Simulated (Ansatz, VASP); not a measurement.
K: VASP beside Ansatz

```
CELL_PARAMETERS angstrom
-2.55255 2.55255 2.48710
2.55255 -2.55255 2.48710
2.55255 2.55255 -2.48710
ATOMIC_POSITIONS crystal
K 0.00000 0.00000 0.00000
```

Change from the starting cell: strain -0.025 along x and y, -0.050 along z, atoms carried along.

Alike in both runs: task single point; functional PBE; k mesh 14 × 14 × 14; occupations gaussian, width 0.15 eV; no spin polarisation.

```csv
,VASP,Ansatz
version,VASP 6.6.1,Ansatz 0.2.0
potentials or method,"VASP PAW PBE potentials, release 64 (K_sv), cutoff 520 eV","scalar-relativistic, plane waves, PAW"
valence electrons in the cell,9,9
```

```csv
,VASP,Ansatz,Ansatz less VASP
gap on the k mesh at the Fermi level (eV),none,none,-
pressure (GPa),0.6,0.6,+0.01
```

A gap of «none» marks a metal or a gap that the smearing closes.
